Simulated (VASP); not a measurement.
Ge:

```
CELL_PARAMETERS angstrom
4.77273 0.00000 0.00000
-2.38636 4.13331 0.00000
0.00000 0.00000 2.92568
ATOMIC_POSITIONS crystal
Ge 0.00000 0.00000 0.00000
Ge 0.33333 0.66667 0.50000
Ge 0.66667 0.33333 0.50000
```

* Program: VASP 6.6.1
* Task: relaxation of cell and atoms
* Functional: LDA
* Potentials or basis: VASP PAW LDA potentials, release 64 (Ge_d)
* Cutoff: 600 eV
* k mesh: 8 × 8 × 11
* Occupations: fermi-dirac, width 0.1 eV
* Spin: no spin polarisation

At the start: pressure -3.9 GPa; volume 19.24 Å³/atom.

Question: How do energy, volume and symmetry change on relaxing?

Answer: Over 10 steps the energy falls by 36.5 meV/atom and the volume is 18.00 Å³/atom (-6.4 %); space group P6/mmm (No. 191, to 0.05 Å).

Step by step:
```
step  energy change (eV)  largest force (eV/Å)  pressure (GPa)  volume (Å³)
   1              0.0000                0.0000           -3.95        57.72
   2             -0.0675                0.0000            0.63        53.83
   3             -0.0681                0.0000            1.19        53.48
   4             -0.0994                0.0000            1.31        53.22
   5             -0.1049                0.0000            1.57        53.06
   6             -0.1050                0.0000            1.47        53.08
   7             -0.1084                0.0000           -0.51        54.49
   8             -0.1094                0.0000           -0.06        54.04
   9             -0.1094                0.0000            0.06        54.01
  10             -0.1094                0.0000            0.02        54.00
```

Final structure:
```
Ge
1.0
     4.79687    0.00000    0.00000
    -2.39843    4.15421    0.00000
     0.00000    0.00000    2.71011
Ge
3
Direct
  0.00000 0.00000 0.00000
  0.33333 0.66667 0.50000
  0.66667 0.33333 0.50000
```
